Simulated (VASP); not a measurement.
Write the native input for VASP 6.6.1 that does the following.

* Task: single point
* Functional: PBE
* Potentials or basis: VASP PAW PBE potentials, release 64 (Ti_sv, H)
* Cutoff: 520 eV
* k mesh: 7 × 6 × 1
* Occupations: gaussian, width 0.1 eV
* Spin: no spin polarisation
* Dipole correction: yes
* Further INCAR settings: ALGO = Normal; EDIFF = 1e-06; NBANDS = 66

The structure of Ti9H lies in POSCAR:

```
Ti9H
1.0
    4.5793473381      0.0000000000      0.0000000000
   -2.2896736690      4.8731803173      0.0000000000
    0.0000000000      0.0000000000     20.8008028311
Ti H
9 1
Direct
    0.5259511637      0.0519023274      0.1923002700
    0.8311413964      0.6622827928      0.2107665519
    0.1363316291      0.2726632583      0.2292328340
    0.3570925601      0.7141851202      0.3030979621
    0.6640847992      0.3281368264      0.3193552711
    0.9697449144      0.9393324533      0.3378269322
    0.1905287611      0.3816414126      0.4115069858
    0.5011079414      0.0025593214      0.4254608482
    0.8026484359      0.6055378280      0.4471367238
    1.3026484359      0.8555378280      0.5012139624
```

The input as run:

INCAR

```
PREC = Accurate
ENCUT = 520
EDIFF = 1E-6
ISMEAR = 0
SIGMA = 0.1
LREAL = F
LASPH = T
NELM = 80
ALGO = Normal
ISIF = 2
LWAVE = F
LCHARG = T
LDIPOL = T
IDIPOL = 3
DIPOL = 0.5 0.5 0.338
GGA = PE
LELF = T
LVHAR = T
LVACPOTAV = T
NBANDS = 66
```

KPOINTS

```
Automatic mesh
0
Gamma
  7 6 1
```

Potentials or basis: VASP PAW PBE potentials, release 64 (Ti_sv, H).

The run is started by

```sh
$ cat potpaw_PBE.64/Ti_sv/POTCAR potpaw_PBE.64/H/POTCAR > POTCAR
$ mpirun -np 1 vasp_std > vasp.out
```

It gave:

```json
{
  "Largest force": "1.048 eV/Å",
  "Band gap on the k mesh": "zero (an odd number of electrons rules out a gap without spin polarisation)"
}
```

Run time: 26 min on 1 thread of Intel(R) Xeon(R) Platinum 8488C (Sapphire Rapids), with other jobs on the host, peak memory 0.77 GiB.
